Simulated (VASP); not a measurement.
# Co (Fm-3m) in VASP: further runs

Co is run at these levels: LDA; tasks: single point.

Everything below comes from runs of VASP 6.6.1. Logs are shortened: lines on timing, memory, paths and dates and some standing lists are left out, and cuts for length are marked.

## 1. The cell of the first run

Symmetry: Fm-3m, No. 225, cubic system. Conventional cell: a = 3.234 Å, b = 3.234 Å, c = 3.234 Å, α = 90.00°, β = 90.00°, γ = 90.00°. Co (site symmetry m-3m) has 12 Co at 2.29 Å within 3.0 Å.

## 2. Single point, LDA (volume scaled by 0.88)

Contents of INCAR:

```
SYSTEM = Co
PREC = Accurate
ENCUT = 520
EDIFF = 1E-6
ISMEAR = -1
SIGMA = 0.1
LREAL = .FALSE.
LASPH = .TRUE.
NELM = 100
ALGO = Normal
ISIF = 2
LWAVE = .FALSE.
LCHARG = .TRUE.
LELF = .TRUE.
LVHAR = .TRUE.
NBANDS = 10
```

Contents of KPOINTS:

```
Automatic mesh
0
G
  18 18 18
  0 0 0
```

Contents of POSCAR:

```
Co
1.0
    0.0000000000      1.6172092654      1.6172092654
    1.6172092654      0.0000000000      1.6172092654
    1.6172092654      1.6172092654      0.0000000000
Co
1
Direct
    0.0000000000      0.0000000000      0.0000000000
```

Potentials or basis: VASP PAW LDA potentials, release 64 (Co).

On the command line:

```sh
$ cat potpaw_LDA.64/Co/POTCAR > POTCAR
$ mpirun -np 1 vasp_std > vasp.out
```

OUTCAR:

```text
SYSTEM = Co
   PREC = Accurate
   ENCUT = 520
   EDIFF = 1E-6
   ISMEAR = -1
   LREAL = .FALSE.
   LASPH = .TRUE.
   NELM = 100
   ISIF = 2

 ion  position               nearest neighbor table
   1  0.000  0.000  0.000-

  LATTYP: Found a face centered cubic cell.
 ALAT       =     3.2344185308

  Lattice vectors:

 A1 = (   0.0000000000,   1.6172092654,   1.6172092654)
 A2 = (   1.6172092654,   0.0000000000,   1.6172092654)
 A3 = (   1.6172092654,   1.6172092654,   0.0000000000)

Analysis of symmetry for initial positions (statically):
=====================================================================
 Subroutine PRICEL returns:
 Original cell was already a primitive cell.

 Routine SETGRP: Setting up the symmetry group for a
 face centered cubic supercell.

 Subroutine GETGRP returns: Found 48 space group operations
 (whereof 48 operations were pure point group operations)
 out of a pool of 48 trial point group operations.

The static configuration has the point symmetry O_h .

Analysis of symmetry for dynamics (positions and initial velocities):
=====================================================================
 Subroutine PRICEL returns:
 Original cell was already a primitive cell.

 Routine SETGRP: Setting up the symmetry group for a
 face centered cubic supercell.

 Subroutine GETGRP returns: Found 48 space group operations
 (whereof 48 operations were pure point group operations)
 out of a pool of 48 trial point group operations.

The dynamic configuration has the point symmetry O_h .

 Subroutine INISYM returns: Found 48 space group operations
 (whereof 48 operations are pure point group operations),
 and found     1 'primitive' translations

----------------------------------------------------------------------------------------

                                     Primitive cell

  volume of cell :       8.4592

  direct lattice vectors                    reciprocal lattice vectors
     0.000000000  1.617209265  1.617209265    -0.309174583  0.309174583  0.309174583
     1.617209265  0.000000000  1.617209265     0.309174583 -0.309174583  0.309174583
     1.617209265  1.617209265  0.000000000     0.309174583  0.309174583 -0.309174583

  length of vectors
     2.287079276  2.287079276  2.287079276     0.535506086  0.535506086  0.535506086

  position of ions in fractional coordinates (direct lattice)
     0.000000000  0.000000000  0.000000000

  ion indices of the primitive-cell ions
   primitive index   ion index
                 1           1

----------------------------------------------------------------------------------------

 KPOINTS: Automatic mesh

Automatic generation of k-mesh.
 Grid dimensions read from file:
 generate k-points for:   18   18   18

 Generating k-lattice:

  Cartesian coordinates                     Fractional coordinates (reciprocal lattice)
    -0.017176366  0.017176366  0.017176366     0.055555556  0.000000000  0.000000000
     0.017176366 -0.017176366  0.017176366     0.000000000  0.055555556  0.000000000
     0.017176366  0.017176366 -0.017176366     0.000000000  0.000000000  0.055555556

  Length of vectors
     0.029750338  0.029750338  0.029750338

  Shift w.r.t. Gamma in fractional coordinates (k-lattice)
     0.000000000  0.000000000  0.000000000

 Subroutine IBZKPT returns following result:
 ===========================================

 Found    195 irreducible k-points:

 Following reciprocal coordinates:
            Coordinates               Weight
  0.000000  0.000000  0.000000      1.000000
  0.055556  0.000000  0.000000      8.000000
  0.111111  0.000000  0.000000      8.000000
  0.166667  0.000000  0.000000      8.000000
  0.222222  0.000000  0.000000      8.000000
  0.277778  0.000000  0.000000      8.000000
[... 16 lines left out ...]
 -0.277778  0.055556  0.000000     24.000000
 -0.222222  0.055556  0.000000     24.000000
 [... further k-points ...]
   k-points           NKPTS =    195   k-points in BZ     NKDIM =    195   number of bands    NBANDS=     10
   number of dos      NEDOS =    301   number of ions     NIONS =      1
   total plane-waves  NPLWV =   5832
   dimension x,y,z NGX =    18 NGY =   18 NGZ =   18
   dimension x,y,z NGXF=    36 NGYF=   36 NGZF=   36
   ions per type =               1
   NGX,Y,Z   is equivalent  to a cutoff of  13.08, 13.08, 13.08 a.u.
   NGXF,Y,Z  is equivalent  to a cutoff of  26.17, 26.17, 26.17 a.u.
 SYSTEM =  Co
   PREC   = accura    normal or accurate (medium, high low for compatibility)
   ISTART =      0    job   : 0-new  1-cont  2-samecut
   ICHARG =      2    charge: 1-file 2-atom 10-const
   ISPIN  =      1    spin polarized calculation?
   LNONCOLLINEAR =      F non collinear calculations
   LSORBIT =      F    spin-orbit coupling
   LASPH  =      T    aspherical Exc in radial PAW
   ENCUT  =  520.0 eV  38.22 Ry    6.18 a.u.   4.25  4.25  4.25*2*pi/ulx,y,z
   NELM   =    100;   NELMIN=  2; NELMDL= -5     # of ELM steps
   EDIFF  = 0.1E-05   stopping-criterion for ELM
   LREAL  =      F    real-space projection
   EDIFFG = 0.1E-04   stopping-criterion for IOM
   NSW    =      0    number of steps for IOM
   IBRION =     -1    ionic relax: 0-MD 1-quasi-New 2-CG
   NFREE  =      0    steps in history (QN), initial steepest desc. (CG)
   ISIF   =      2    stress and relaxation
   ISYM   =      2    0-nonsym 1-usesym 2-fastsym
   POTIM  = 0.5000    time-step for ionic-motion
   TEBEG  =    0.0;   TEEND  =   0.0 temperature during run
   PSTRESS=    0.0 pullay stress
   NELECT =       9.0000    total number of electrons
   NUPDOWN=      -1.0000    fix difference up-down
   EMIN   =  10.00;   EMAX   =-10.00  energy-range for DOS
   EFERMI =   0.00;   METHOD = LEGACY
   ISMEAR =    -1;   SIGMA  =   0.10  broadening in eV -4-tet -1-fermi 0-gaus
   EFERMI_NEDOS =   21; number of points for ismear=-14 and -15
   IALGO  =     38    algorithm
   IMIX   =      4    mixing-type and parameters
     AMIX     =   0.40;   BMIX     =  1.00
     AMIX_MAG =   1.60;   BMIX_MAG =  1.00
  volume/ion in A,a.u.               =       8.46        57.09
  Fermi-wavevector in a.u.,A,eV,Ry     =   1.671268  3.158239 38.002935  2.793137
  Thomas-Fermi vector in A             =   2.756620
   LORBIT       =      0    0 simple, 1 ext, 2 COOP (PROOUT), +10 PAW based schemes
   GGA     = CA    functional components
   LHFCALC =     F    Hartree Fock is set to
   AEXX    =    0.0000 exact exchange contribution
   IVDW    =     0    specifies the selected vdW correction
   LEPSILON=     F    determine dielectric tensor
   LRPA    =     F    only Hartree local field effects (RPA)
 non-spin polarized calculation
  energy-cutoff  :      520.00
  volume of cell :        8.46
 maximum number of plane-waves:       259
 NGX is ok and might be reduce to    18
   NGX =  9   NGY =  9   NGZ =  9

 number of electron       9.0000005 magnetization

 Free energy of the ion-electron system (eV)
  ---------------------------------------------------
  ext. energy  EPLUGINS =         0.00000000
  ---------------------------------------------------
  free energy    TOTEN  =        -7.93032690 eV

  energy without entropy =       -7.87534028  energy(sigma->0) =       -7.90283359

 E-fermi :  14.0869     XC(G=0): -15.2778

 val. band max:       14.0811868702   @ k =  -0.3333   0.1667   0.0556
 cond. band min:      14.1022818725   @ k =   0.5000   0.2222   0.1111
 fundamental gap:      0.0210950023
 Fermi energy:        14.0868714825

 k-point     1 :       0.0000    0.0000    0.0000
  band No.  band energies     occupation
      1       3.6433      2.00000
      2      11.4765      2.00000
      3      11.4765      2.00000
      4      11.4765      2.00000
      5      13.3384      1.99888
      6      13.3384      1.99888
      7      39.1096      0.00000
      8      45.5452      0.00000
      9      45.5452      0.00000
     10      45.5452      0.00000

 k-point     2 :       0.0556    0.0000    0.0000
  band No.  band energies     occupation
      1       3.7934      2.00000
      2      11.4188      2.00000
      3      11.5214      2.00000
      4      11.5214      2.00000
      5      13.3159      1.99910
      6      13.3159      1.99910
      7      39.0243      0.00000
      8      43.9422      0.00000
      9      45.4614      0.00000
     10      45.4614      0.00000

 k-point     3 :       0.1111    0.0000    0.0000
  band No.  band energies     occupation
      1       4.2332      2.00000
      2      11.2638      2.00000
      3      11.6384      2.00000
      4      11.6384      2.00000
      5      13.2670      1.99945
      6      13.2670      1.99945
      7      38.3589      0.00000
      8      41.7014      0.00000
      9      45.2553      0.00000
     10      45.2553      0.00000

 k-point     4 :       0.1667    0.0000    0.0000
  band No.  band energies     occupation
      1       4.9269      2.00000
      2      11.0654      2.00000
      3      11.7688      2.00000
      4      11.7688      2.00000
      5      13.2518      1.99953
      6      13.2518      1.99953
      7      36.2898      0.00000
      8      40.6295      0.00000
      9      45.0057      0.00000
     10      45.0057      0.00000

 k-point     5 :       0.2222    0.0000    0.0000
  band No.  band energies     occupation
      1       5.7986      2.00000
      2      10.9173      2.00000
      3      11.8236      2.00000
      4      11.8236      2.00000
      5      13.3568      1.99865
      6      13.3568      1.99865
      7      33.5227      0.00000
      8      40.0520      0.00000
      9      44.7593      0.00000
     10      44.7593      0.00000

 k-point     6 :       0.2778    0.0000    0.0000
  band No.  band energies     occupation
      1       6.6971      2.00000
      2      10.9736      2.00000
      3      11.7645      2.00000
      4      11.7645      2.00000
      5      13.6100      1.98316
      6      13.6100      1.98316
      7      30.7036      0.00000
      8      39.4084      0.00000
      9      44.5263      0.00000
     10      44.5263      0.00000

 k-point     7 :       0.3333    0.0000    0.0000
  band No.  band energies     occupation
      1       7.3863      2.00000
      2      11.4393      2.00000
      3      11.6407      2.00000
      4      11.6407      2.00000
      5      13.9400      1.62578
      6      13.9400      1.62578
      7      28.0318      0.00000
      8      38.7306      0.00000
      9      44.2987      0.00000
     10      44.2987      0.00000

 k-point     8 :       0.3889    0.0000    0.0000
  band No.  band energies     occupation
      1       7.7307      2.00000
      2      11.5144      2.00000
      3      11.5144      2.00000
      4      12.3499      2.00000
      5      14.2530      0.31931
      6      14.2530      0.31931
      7      25.6665      0.00000
      8      38.1514      0.00000
      9      44.0749      0.00000
     10      44.0749      0.00000

 k-point     9 :       0.4444    0.0000    0.0000
  band No.  band energies     occupation
      1       7.8426      2.00000
      2      11.4250      2.00000
      3      11.4250      2.00000
      4      13.3438      1.99882
      5      14.4737      0.04093
      6      14.4737      0.04093
      7      23.8851      0.00000
      8      37.7686      0.00000
      9      43.8901      0.00000
     10      43.8901      0.00000
[... 118 lines left out ...]
 k-point    19 :       0.5000    0.0556    0.0000
  band No.  band energies     occupation
      1       7.9595      2.00000
      2      11.2933      2.00000
      3      11.4737      2.00000
      4      13.0878      1.99991
      5      14.5582      0.01778
      6      15.3117      0.00001
      7      23.2662      0.00000
      8      37.4011      0.00000
      9      42.6701      0.00000
     10      42.7663      0.00000

 k-point    20 :      -0.4444    0.0556    0.0000
  band No.  band energies     occupation
      1       7.9544      2.00000
      2      11.3161      2.00000
      3      11.4743      2.00000
      4      13.0085      1.99996
      5      14.4518      0.05071
      6      15.2740      0.00001
      7      23.5160      0.00000
      8      37.4009      0.00000
      9      42.3286      0.00000
     10      43.4014      0.00000

 k-point    21 :      -0.3889    0.0556    0.0000
  band No.  band energies     occupation
      1       7.8878      2.00000
      2      11.4040      2.00000
      3      11.5380      2.00000
      4      12.3637      2.00000
      5      14.2016      0.48202
      6      14.8876      0.00067
      7      25.0320      0.00000
      8      37.6221      0.00000
      9      42.2382      0.00000
     10      44.4672      0.00000

 k-point    22 :      -0.3333    0.0556    0.0000
  band No.  band energies     occupation
      1       7.6458      2.00000
      2      11.5104      2.00000
      3      11.5476      2.00000
      4      11.6535      2.00000
      5      13.8535      1.82330
      6      14.4683      0.04314
      7      27.2653      0.00000
      8      38.0215      0.00000
      9      42.4629      0.00000
     10      45.8117      0.00000

 k-point    23 :      -0.2778    0.0556    0.0000
  band No.  band energies     occupation
      1       7.0742      2.00000
      2      10.9589      2.00000
      3      11.6890      2.00000
      4      11.7909      2.00000
      5      13.4779      1.99548
      6      14.0700      1.08414
      7      29.8677      0.00000
      8      38.5289      0.00000
      9      42.9300      0.00000
     10      46.6415      0.00000

 k-point    24 :      -0.2222    0.0556    0.0000
  band No.  band energies     occupation
      1       6.2212      2.00000
      2      10.8190      2.00000
      3      11.8022      2.00000
      4      11.8884      2.00000
      5      13.1724      1.99979
      6      13.7249      1.94782
      7      32.6603      0.00000
      8      39.0674      0.00000
      9      43.4940      0.00000
     10      46.6293      0.00000

 [... further k-points ...]
[... 5 lines left out ...]
  --------------------------------------------------------------------------------------
  -------------------------------------------------------------------------------------
  Total        2.7548609      2.7548609      2.7548609      0.0000000      0.0000000     -0.0000000
  in kB      521.7730061    521.7730061    521.7730061      0.0000000      0.0000000     -0.0000000
  external PRESSURE =     521.7730061 kB  Pullay stress =       0.0000000 kB

 VOLUME and BASIS-vectors are now :
 -----------------------------------------------------------------------------
  energy-cutoff  :      520.00
  volume of cell :        8.46
      direct lattice vectors                 reciprocal lattice vectors
     0.000000000  1.617209265  1.617209265    -0.309174583  0.309174583  0.309174583
     1.617209265  0.000000000  1.617209265     0.309174583 -0.309174583  0.309174583
     1.617209265  1.617209265  0.000000000     0.309174583  0.309174583 -0.309174583

 POSITION                                       TOTAL-FORCE (eV/Angst)
 -----------------------------------------------------------------------------------
      0.00000      0.00000      0.00000         0.000000      0.000000     -0.000000
 -----------------------------------------------------------------------------------
    total drift:                                0.000000      0.000000     -0.000000

  FREE ENERGIE OF THE ION-ELECTRON SYSTEM (eV)
  ---------------------------------------------------
  free  energy   TOTEN  =        -7.9303268954 eV

  energy  without entropy=       -7.8753402844  energy(sigma->0) =       -7.90283359
```

Run time: 11 s. Hardware: 1 thread of Intel Xeon Platinum 8375C at 2.90GHz (Ice Lake), shared host; peak memory 0.13 GiB.

Results:

| Item | Value |
| --- | --- |
| Free energy | -7.9303 eV |
| Pressure | 52.2 GPa |

Levels at points of the mesh, in eV from the Fermi level:
```csv
k point,band 2,band 3,band 4,band 5,band 6,band 7
"(0.00, 0.00, 0.00)",-2.61,-2.61,-2.61,-0.75,-0.75,25.02
"(0.50, 0.00, 0.00)",-2.69,-2.69,-0.28,0.47,0.47,9.09
"(0.50, 0.50, 0.00)",-5.59,0.46,0.77,0.77,3.20,12.93
```

Caveat: the run has no spin polarisation, though such a crystal can be magnetic. Spin polarisation is off, so any magnetic state and its effect on volume and gap are missing.

(Part 1 of 2 ends here.)
